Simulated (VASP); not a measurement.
# Mo (I4mm) in VASP: further runs

The runs below take Mo through single point, with PBE.

Program: VASP 6.6.1. These are calculated values, not measurements. Logs are shortened: lines on timing, memory, paths and dates and some standing lists are left out, and cuts for length are marked.

## Step 1: The cell of the first run

The structure is tetragonal, space group I4mm (No. 107). The conventional cell has a = 6.284 Å, b = 6.284 Å, c = 6.284 Å, α = 90.00°, β = 90.00°, γ = 90.00°. Within 3.4 Å of Mo (site symmetry 4mm) lie 14 Mo at 2.61 to 3.34 Å. Mo (site symmetry m) has 14 Mo at 2.61 to 3.14 Å within 3.4 Å. Within 3.6 Å of Mo (site symmetry 4mm) lie 14 Mo at 2.72 to 3.34 Å. Within 3.6 Å of Mo (site symmetry 2mm) lie 14 Mo at 2.72 to 3.15 Å.

## Step 2: Single point, PBE (atom 1 (Mo) moved -0.200 Å along Cartesian [1 0 0])

Contents of INCAR:

```
SYSTEM = Mo
ALGO = Fast
EDIFF = 1E-6
ENCUT = 520
GGA = PE
ISIF = 2
ISMEAR = 0
LASPH = .TRUE.
LCHARG = .TRUE.
LELF = .TRUE.
LREAL = .FALSE.
LVHAR = .TRUE.
LWAVE = .FALSE.
NBANDS = 66
NELM = 80
PREC = Accurate
SIGMA = 0.15
```

Contents of KPOINTS:

```
k-points
0
G
  12 12 12
  0 0 0
```

Contents of POSCAR:

```
Mo
1.0
   -3.1420000000     -3.1420000000      3.1420000000
   -3.1420000000      3.1420000000     -3.1420000000
    3.1420000000     -3.1420000000     -3.1420000000
Mo
8
Direct
    0.5318268619      0.5318268619      0.5000000000
    0.0000000000      0.5000000000      0.5000000000
    0.5000000000      0.0000000000      0.5000000000
    0.0000000000      0.0000000000      0.5000000000
    0.5000000000      0.5000000000      0.0000000000
    0.0000000000      0.5000000000      0.0000000000
    0.5000000000      0.0000000000      0.0000000000
    0.0000000000      0.0000000000      0.0000000000
```

Potentials or basis: VASP PAW PBE potentials, release 64 (Mo_sv).

Launch:

```sh
cat potpaw_PBE.64/Mo_sv/POTCAR > POTCAR
mpirun -np 1 vasp_std > vasp.out
```

OUTCAR:

```text
SYSTEM = Mo
   EDIFF = 1E-6
   ENCUT = 520
   GGA = PE
   ISIF = 2
   ISMEAR = 0
   LASPH = .TRUE.
   LREAL = .FALSE.
   NELM = 80
   PREC = Accurate

 ion  position               nearest neighbor table
   1  0.532  0.532  0.500-   2 2.61   3 2.61   8 2.61   5 2.61   5 2.84   3 2.84   2 2.84   8 2.84
                             4 2.94   7 3.15   7 3.15   6 3.15   6 3.15   4 3.34
   2  0.000  0.500  0.500-   1 2.61   4 2.72   6 2.72   7 2.72   6 2.72   4 2.72   7 2.72   1 2.84
                             3 3.14   5 3.14   8 3.14   5 3.14   3 3.14   8 3.14
   3  0.500  0.000  0.500-   1 2.61   4 2.72   6 2.72   7 2.72   7 2.72   4 2.72   6 2.72   1 2.84
                             2 3.14   5 3.14   5 3.14   8 3.14   2 3.14   8 3.14
   4  0.000  0.000  0.500-   2 2.72   3 2.72   5 2.72   8 2.72   8 2.72   2 2.72   3 2.72   5 2.72
                             1 2.94   6 3.14   7 3.14   7 3.14   6 3.14   1 3.34
   5  0.500  0.500  0.000-   1 2.61   4 2.72   6 2.72   7 2.72   7 2.72   6 2.72   4 2.72   1 2.84
                             2 3.14   3 3.14   8 3.14   2 3.14   8 3.14   3 3.14
   6  0.000  0.500  0.000-   2 2.72   3 2.72   5 2.72   8 2.72   2 2.72   8 2.72   5 2.72   3 2.72
                             4 3.14   7 3.14   7 3.14   4 3.14   1 3.15   1 3.15
   7  0.500  0.000  0.000-   2 2.72   3 2.72   5 2.72   8 2.72   3 2.72   5 2.72   8 2.72   2 2.72
                             6 3.14   4 3.14   6 3.14   4 3.14   1 3.15   1 3.15
   8  0.000  0.000  0.000-   1 2.61   6 2.72   7 2.72   4 2.72   4 2.72   6 2.72   7 2.72   1 2.84
                             3 3.14   2 3.14   2 3.14   5 3.14   3 3.14   5 3.14

  LATTYP: Found a body centered cubic cell.
 ALAT       =     6.2840000000

  Lattice vectors:

 A1 = (  -3.1420000000,  -3.1420000000,   3.1420000000)
 A2 = (  -3.1420000000,   3.1420000000,  -3.1420000000)
 A3 = (   3.1420000000,  -3.1420000000,  -3.1420000000)

Analysis of symmetry for initial positions (statically):
=====================================================================
 Subroutine PRICEL returns:
 Original cell was already a primitive cell.

 Routine SETGRP: Setting up the symmetry group for a
 body centered cubic supercell.

 Subroutine GETGRP returns: Found  8 space group operations
 (whereof  2 operations were pure point group operations)
 out of a pool of 48 trial point group operations.

The static configuration has the point symmetry C_1h.
 The point group associated with its full space group is C_4v.

Analysis of symmetry for dynamics (positions and initial velocities):
=====================================================================
 Subroutine PRICEL returns:
 Original cell was already a primitive cell.

 Routine SETGRP: Setting up the symmetry group for a
 body centered cubic supercell.

 Subroutine GETGRP returns: Found  8 space group operations
 (whereof  2 operations were pure point group operations)
 out of a pool of 48 trial point group operations.

The dynamic configuration has the point symmetry C_1h.
 The point group associated with its full space group is C_4v.

 Subroutine INISYM returns: Found  8 space group operations
 (whereof  2 operations are pure point group operations),
 and found     1 'primitive' translations

----------------------------------------------------------------------------------------

                                     Primitive cell

  volume of cell :     124.0734

  direct lattice vectors                    reciprocal lattice vectors
    -3.142000000 -3.142000000  3.142000000    -0.159134309 -0.159134309  0.000000000
    -3.142000000  3.142000000 -3.142000000    -0.159134309  0.000000000 -0.159134309
     3.142000000 -3.142000000 -3.142000000     0.000000000 -0.159134309 -0.159134309

  length of vectors
     5.442103637  5.442103637  5.442103637     0.225049899  0.225049899  0.225049899

  position of ions in fractional coordinates (direct lattice)
     0.531826862  0.531826862  0.500000000
     0.000000000  0.500000000  0.500000000
     0.500000000  0.000000000  0.500000000
     0.000000000  0.000000000  0.500000000
     0.500000000  0.500000000  0.000000000
     0.000000000  0.500000000  0.000000000
     0.500000000  0.000000000  0.000000000
     0.000000000  0.000000000  0.000000000

  ion indices of the primitive-cell ions
   primitive index   ion index
                 1           1
                 2           2
                 3           3
                 4           4
                 5           5
                 6           6
                 7           7
                 8           8

----------------------------------------------------------------------------------------

 KPOINTS: k-points

Automatic generation of k-mesh.
 Grid dimensions read from file:
 generate k-points for:   12   12   12

 Generating k-lattice:

  Cartesian coordinates                     Fractional coordinates (reciprocal lattice)
    -0.013261192 -0.013261192  0.000000000     0.083333333  0.000000000  0.000000000
    -0.013261192  0.000000000 -0.013261192     0.000000000  0.083333333  0.000000000
     0.000000000 -0.013261192 -0.013261192     0.000000000  0.000000000  0.083333333

  Length of vectors
     0.018754158  0.018754158  0.018754158

  Shift w.r.t. Gamma in fractional coordinates (k-lattice)
     0.000000000  0.000000000  0.000000000

 Subroutine IBZKPT returns following result:
 ===========================================

 Found    163 irreducible k-points:

 Following reciprocal coordinates:
            Coordinates               Weight
  0.000000  0.000000  0.000000      1.000000
  0.083333  0.000000  0.000000      8.000000
  0.000000  0.000000  0.083333      4.000000
  0.166667  0.000000  0.000000      8.000000
  0.000000  0.000000  0.166667      4.000000
  0.250000  0.000000  0.000000      8.000000
[... 16 lines left out ...]
 -0.000000  0.333333  0.083333     16.000000
  0.083333 -0.000000  0.333333     16.000000
 [... further k-points ...]
   k-points           NKPTS =    163   k-points in BZ     NKDIM =    163   number of bands    NBANDS=     66
   number of dos      NEDOS =    301   number of ions     NIONS =      8
   total plane-waves  NPLWV =  64000
   dimension x,y,z NGX =    40 NGY =   40 NGZ =   40
   dimension x,y,z NGXF=    80 NGYF=   80 NGZF=   80
   ions per type =               8
   NGX,Y,Z   is equivalent  to a cutoff of  12.22, 12.22, 12.22 a.u.
   NGXF,Y,Z  is equivalent  to a cutoff of  24.44, 24.44, 24.44 a.u.
 SYSTEM =  Mo
   PREC   = accura    normal or accurate (medium, high low for compatibility)
   ISTART =      0    job   : 0-new  1-cont  2-samecut
   ICHARG =      2    charge: 1-file 2-atom 10-const
   ISPIN  =      1    spin polarized calculation?
   LNONCOLLINEAR =      F non collinear calculations
   LSORBIT =      F    spin-orbit coupling
   LASPH  =      T    aspherical Exc in radial PAW
   ENCUT  =  520.0 eV  38.22 Ry    6.18 a.u.  10.12 10.12 10.12*2*pi/ulx,y,z
   NELM   =     80;   NELMIN=  2; NELMDL= -5     # of ELM steps
   EDIFF  = 0.1E-05   stopping-criterion for ELM
   LREAL  =      F    real-space projection
   EDIFFG = 0.1E-04   stopping-criterion for IOM
   NSW    =      0    number of steps for IOM
   IBRION =     -1    ionic relax: 0-MD 1-quasi-New 2-CG
   NFREE  =      0    steps in history (QN), initial steepest desc. (CG)
   ISIF   =      2    stress and relaxation
   ISYM   =      2    0-nonsym 1-usesym 2-fastsym
   POTIM  = 0.5000    time-step for ionic-motion
   TEBEG  =    0.0;   TEEND  =   0.0 temperature during run
   PSTRESS=    0.0 pullay stress
   NELECT =     112.0000    total number of electrons
   NUPDOWN=      -1.0000    fix difference up-down
   EMIN   =  10.00;   EMAX   =-10.00  energy-range for DOS
   EFERMI =   0.00;   METHOD = LEGACY
   ISMEAR =     0;   SIGMA  =   0.15  broadening in eV -4-tet -1-fermi 0-gaus
   EFERMI_NEDOS =   21; number of points for ismear=-14 and -15
   IALGO  =     68    algorithm
   IMIX   =      4    mixing-type and parameters
     AMIX     =   0.40;   BMIX     =  1.00
     AMIX_MAG =   1.60;   BMIX_MAG =  1.00
  volume/ion in A,a.u.               =      15.51       104.66
  Fermi-wavevector in a.u.,A,eV,Ry     =   1.582176  2.989878 34.059184  2.503279
  Thomas-Fermi vector in A             =   2.682139
   LORBIT       =      0    0 simple, 1 ext, 2 COOP (PROOUT), +10 PAW based schemes
   GGA     = PE    functional components
   LHFCALC =     F    Hartree Fock is set to
   AEXX    =    0.0000 exact exchange contribution
   IVDW    =     0    specifies the selected vdW correction
   LEPSILON=     F    determine dielectric tensor
   LRPA    =     F    only Hartree local field effects (RPA)
 non-spin polarized calculation
 RMM-DIIS sequential band-by-band and
 Gauss-broadening in eV      SIGMA  =   0.15
  energy-cutoff  :      520.00
  volume of cell :      124.07
 maximum number of plane-waves:      3370
   NGX = 21   NGY = 21   NGZ = 21

 number of electron     112.0000000 magnetization

 Free energy of the ion-electron system (eV)
  ---------------------------------------------------
  ext. energy  EPLUGINS =         0.00000000
  ---------------------------------------------------
  free energy    TOTEN  =       -87.20555778 eV

  energy without entropy =      -87.14653674  energy(sigma->0) =      -87.17604726

 E-fermi :  12.7204     XC(G=0): -13.4288

 val. band max:       12.7194285080   @ k =  -0.2500   0.2500   0.2500
 cond. band min:      12.7207112280   @ k =   0.2500   0.0833   0.0833
 fundamental gap:      0.0012827200
 Fermi energy:        12.7204156244

 k-point     1 :       0.0000    0.0000    0.0000
  band No.  band energies     occupation
      1     -48.5568      2.00000
      2     -48.2938      2.00000
      3     -48.2836      2.00000
      4     -48.2727      2.00000
      5     -48.2727      2.00000
      6     -48.2725      2.00000
[... 58 lines left out ...]
     65      15.0657      0.00000
     66      15.0813      0.00000

 k-point     2 :       0.0833    0.0000    0.0000
  band No.  band energies     occupation
      1     -48.5523      2.00000
      2     -48.2947      2.00000
      3     -48.2848      2.00000
      4     -48.2749      2.00000
      5     -48.2728      2.00000
      6     -48.2726      2.00000
[... 58 lines left out ...]
     65      15.0733      0.00000
     66      15.2947      0.00000

 k-point     3 :       0.0000    0.0000    0.0833
  band No.  band energies     occupation
      1     -48.5522      2.00000
      2     -48.2938      2.00000
      3     -48.2871      2.00000
      4     -48.2758      2.00000
      5     -48.2727      2.00000
      6     -48.2720      2.00000
[... 1438 lines left out ...]
     65      14.4038      0.00000
     66      14.5571      0.00000

 k-point    24 :       0.0833   -0.0000    0.3333
  band No.  band energies     occupation
      1     -48.4705      2.00000
      2     -48.3661      2.00000
      3     -48.3043      2.00000
      4     -48.2948      2.00000
      5     -48.2661      2.00000
      6     -48.2431      2.00000
[... 58 lines left out ...]
     65      14.4227      0.00000
     66      14.5685      0.00000

 [... further k-points ...]
[... 5 lines left out ...]
  --------------------------------------------------------------------------------------
  -------------------------------------------------------------------------------------
  Total        5.8148790      4.6246651      4.6246651     -0.0000000      0.0000000      0.0000000
  in kB       75.0883789     59.7189734     59.7189734     -0.0000000      0.0000000      0.0000000
  external PRESSURE =      64.8421085 kB  Pullay stress =       0.0000000 kB

 VOLUME and BASIS-vectors are now :
 -----------------------------------------------------------------------------
  energy-cutoff  :      520.00
  volume of cell :      124.07
      direct lattice vectors                 reciprocal lattice vectors
    -3.142000000 -3.142000000  3.142000000    -0.159134309 -0.159134309  0.000000000
    -3.142000000  3.142000000 -3.142000000    -0.159134309  0.000000000 -0.159134309
     3.142000000 -3.142000000 -3.142000000     0.000000000 -0.159134309 -0.159134309

 POSITION                                       TOTAL-FORCE (eV/Angst)
 -----------------------------------------------------------------------------------
     -1.77100     -1.57100     -1.57100         2.674200     -0.000000     -0.000000
      0.00000      0.00000     -3.14200        -0.285794     -0.332964      0.332964
      0.00000     -3.14200      0.00000        -0.285794      0.332964     -0.332964
      1.57100     -1.57100     -1.57100        -1.285750      0.000000     -0.000000
     -3.14200      0.00000      0.00000        -0.285794      0.332964      0.332964
     -1.57100      1.57100     -1.57100        -0.122637      0.000000     -0.000000
     -1.57100     -1.57100      1.57100        -0.122637     -0.000000     -0.000000
      0.00000      0.00000      0.00000        -0.285794     -0.332964     -0.332964
 -----------------------------------------------------------------------------------
    total drift:                               -0.000046     -0.000000     -0.000000

  FREE ENERGIE OF THE ION-ELECTRON SYSTEM (eV)
  ---------------------------------------------------
  free  energy   TOTEN  =       -87.2055577804 eV

  energy  without entropy=      -87.1465367357  energy(sigma->0) =      -87.17604726
```

Wall time 32 min (1 thread of Oxide Virtual Turin-like, shared host); peak memory 0.84 GiB.

Results:

| Item | Value |
| --- | --- |
| Free energy | -87.2056 eV |
| Pressure | 6.5 GPa |
| Largest force | 2.674 eV/Å |
| Band gap on the k mesh | zero (bands 56 and 57 overlap by 2.33 eV) |

Forces on the atoms (eV/Å):
```
Mo   2.674  0.000  0.000
Mo  -0.286 -0.333  0.333
Mo  -0.286  0.333 -0.333
Mo  -1.286  0.000  0.000
Mo  -0.286  0.333  0.333
Mo  -0.123  0.000  0.000
Mo  -0.123  0.000  0.000
Mo  -0.286 -0.333 -0.333
```

Caveat: the cell differs from its parent crystal (atom 1 (Mo) moved -0.200 Å along Cartesian [1 0 0]); the cell stands under pressure; forces of over 1 eV/Å act on the atoms, so gaps and moduli don't describe the material at rest.

## Step 3: Single point, PBE (atom 1 (Mo) moved +0.140 Å along Cartesian [1 0 0])

Contents of INCAR:

```
ALGO = Fast
EDIFF = 1E-7
ENCUT = 520
GGA = PE
ISIF = 2
ISMEAR = 0
LASPH = T
LCHARG = F
LREAL = F
LWAVE = F
NBANDS = 66
NELM = 100
PREC = Accurate
SIGMA = 0.15
```

Contents of KPOINTS:

```
k-points
0
Gamma
  12 12 12
```

Changes to POSCAR since step 2:

```diff
@@ -8,3 +8,3 @@
 Direct
-    0.5318268619      0.5318268619      0.5000000000
+    0.4777211967      0.4777211967      0.5000000000
     0.0000000000      0.5000000000      0.5000000000
```

Potentials or basis: VASP PAW PBE potentials, release 64 (Mo_sv).

Launch:

```sh
cat potpaw_PBE.64/Mo_sv/POTCAR > POTCAR
mpirun -np 1 vasp_std > vasp.out
```

OUTCAR:

```text
EDIFF = 1E-7
   ENCUT = 520
   GGA = PE
   ISIF = 2
   ISMEAR = 0
   LASPH = T
   LREAL = F
   NELM = 100
   PREC = Accurate

 ion  position               nearest neighbor table
   1  0.478  0.478  0.500-   2 2.64   3 2.64   5 2.64   8 2.64   2 2.80   3 2.80   5 2.80   8 2.80
                             4 3.00   6 3.15   6 3.15   7 3.15   7 3.15   4 3.28
   2  0.000  0.500  0.500-   1 2.64   4 2.72   6 2.72   7 2.72   6 2.72   4 2.72   7 2.72   1 2.80
                             5 3.14   8 3.14   8 3.14   5 3.14   3 3.14   3 3.14
   3  0.500  0.000  0.500-   1 2.64   4 2.72   6 2.72   7 2.72   7 2.72   4 2.72   6 2.72   1 2.80
                             5 3.14   5 3.14   8 3.14   8 3.14   2 3.14   2 3.14
[... 1882 lines left out ...]
  external PRESSURE =      59.2240795 kB  Pullay stress =       0.0000000 kB

 VOLUME and BASIS-vectors are now :
 -----------------------------------------------------------------------------
  energy-cutoff  :      520.00
  volume of cell :      124.07
      direct lattice vectors                 reciprocal lattice vectors
    -3.142000000 -3.142000000  3.142000000    -0.159134309 -0.159134309  0.000000000
    -3.142000000  3.142000000 -3.142000000    -0.159134309  0.000000000 -0.159134309
     3.142000000 -3.142000000 -3.142000000     0.000000000 -0.159134309 -0.159134309

 POSITION                                       TOTAL-FORCE (eV/Angst)
 -----------------------------------------------------------------------------------
     -1.43100     -1.57100     -1.57100        -1.841851      0.000000     -0.000000
      0.00000      0.00000     -3.14200         0.182491      0.226683     -0.226683
      0.00000     -3.14200      0.00000         0.182491     -0.226683      0.226683
      1.57100     -1.57100     -1.57100         0.912045     -0.000000     -0.000000
     -3.14200      0.00000      0.00000         0.182491     -0.226683     -0.226683
     -1.57100      1.57100     -1.57100         0.099920      0.000000     -0.000000
     -1.57100     -1.57100      1.57100         0.099920     -0.000000     -0.000000
      0.00000      0.00000      0.00000         0.182491      0.226683      0.226683
 -----------------------------------------------------------------------------------
    total drift:                                0.000059     -0.000000     -0.000000

  FREE ENERGIE OF THE ION-ELECTRON SYSTEM (eV)
  ---------------------------------------------------
  free  energy   TOTEN  =       -87.3408575669 eV

  energy  without entropy=      -87.2810898281  energy(sigma->0) =      -87.31097370
```

It took 54 min on 1 thread of Oxide Virtual Turin-like, shared host; peak memory 0.83 GiB.

What came out:

```yaml
Free_energy: -87.3409 eV
Pressure: 5.9 GPa
Largest_force: 1.842 eV/Å
Band_gap_on_the_k_mesh: zero (bands 56 and 57 overlap by 2.30 eV)
```

Forces on the atoms (eV/Å):
```
Mo  -1.842  0.000  0.000
Mo   0.182  0.227 -0.227
Mo   0.182 -0.227  0.227
Mo   0.912  0.000  0.000
Mo   0.182 -0.227 -0.227
Mo   0.100  0.000  0.000
Mo   0.100  0.000  0.000
Mo   0.182  0.227  0.227
```

Caveat: the cell differs from its parent crystal (atom 1 (Mo) moved +0.140 Å along Cartesian [1 0 0]); the cell stands under pressure; forces of over 1 eV/Å act on the atoms, so gaps and moduli don't describe the material at rest.
